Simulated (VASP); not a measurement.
Write the native input for VASP 6.6.1 that does the following.

* Task: single point
* Functional: PBE
* Potentials or basis: VASP PAW PBE potentials, release 64 (Ba_sv, Ir)
* Cutoff: 520 eV
* k mesh: 6 × 6 × 4
* Occupations: gaussian, width 0.1 eV
* Spin: no spin polarisation
* Dipole correction: no
* Further INCAR settings: ALGO = Normal; EDIFF = 1e-07; NBANDS = 22

The structure of Ba2Ir lies in POSCAR:

```
Ba2Ir
1.0
    5.3773439056      0.0000000000      0.0000000000
   -2.6886719528      4.6569164272      0.0000000000
    0.0000000000      0.0000000000      3.3679787218
Ba Ir
2 1
Direct
    0.3333333333      0.6666666667      0.5000000000
    0.6666666667      0.3333333333      0.5000000000
    0.0000000000      0.0000000000      0.0000000000
```

These files were run (other wordings do the same):

INCAR

```
PREC = Accurate
ENCUT = 520
EDIFF = 1E-7
ISMEAR = 0
SIGMA = 0.1
LREAL = F
LASPH = T
NELM = 60
ALGO = Normal
ISIF = 2
LWAVE = F
LCHARG = F
GGA = PE
NBANDS = 22
```

KPOINTS

```
Automatic mesh
0
Gamma
  6 6 4
```

Potentials or basis: VASP PAW PBE potentials, release 64 (Ba_sv, Ir).

Run with:

```bash
$ cat potpaw_PBE.64/Ba_sv/POTCAR potpaw_PBE.64/Ir/POTCAR > POTCAR
$ mpirun -np 1 vasp_std > vasp.out
```

It gave:

```json
{"Pressure": "2.4 GPa", "Band gap on the k mesh": "zero (an odd number of electrons rules out a gap without spin polarisation)"}
```

Caveat: the k points lie up to 0.47 Å⁻¹ apart, too coarse for converged energies and pressures of a metal; spin-orbit coupling is left out, which moves the levels of the heavy elements.

Wall time 23 s on 1 thread of Intel(R) Xeon(R) 6975P-C (Granite Rapids) (shared host), peak memory 0.21 GiB.
